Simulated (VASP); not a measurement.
Set up this calculation in VASP 6.6.1, as the native input.

```
Task                   : single point
Functional             : PBE
Potentials or basis    : VASP PAW PBE potentials, release 64 (Rh_pv)
Cutoff                 : 500 eV
k mesh                 : 9 × 9 × 9
Occupations            : fermi-dirac, width 0.1 eV
Spin                   : no spin polarisation
Dipole correction      : no
Further INCAR settings : ALGO = Normal; EDIFF = 1e-06; NBANDS = 14
```

The structure of Rh lies in POSCAR:

```
Rh
1.0
    0.0000000000      1.9212933728      1.9212933728
    1.9212933728      0.0000000000      1.9212933728
    1.9212933728      1.9212933728      0.0000000000
Rh
1
Direct
    0.0000000000      0.0000000000      0.0000000000
```

These files were run (other wordings do the same):

INCAR

```
SYSTEM = Rh
PREC = Accurate
ENCUT = 500
EDIFF = 1E-6
ISMEAR = -1
SIGMA = 0.1
LREAL = .FALSE.
LASPH = .TRUE.
NELM = 120
ALGO = Normal
ISIF = 2
LWAVE = .FALSE.
LCHARG = .FALSE.
GGA = PE
NBANDS = 14
GGA_COMPAT = .FALSE.
```

KPOINTS

```
regular mesh
0
G
  9 9 9
  0 0 0
```

Potentials or basis: VASP PAW PBE potentials, release 64 (Rh_pv).

Launch:

```console
$ cat potpaw_PBE.64/Rh_pv/POTCAR > POTCAR
$ mpirun -np 1 vasp_std > vasp.out
```

It gave:

| Item | Value |
| --- | --- |
| Pressure | -1.8 GPa |

Run time: 6.5 s on 1 thread of Intel(R) Xeon(R) Platinum 8375C CPU @ 2.90GHz (Ice Lake), on a shared host, peak memory 0.12 GiB.
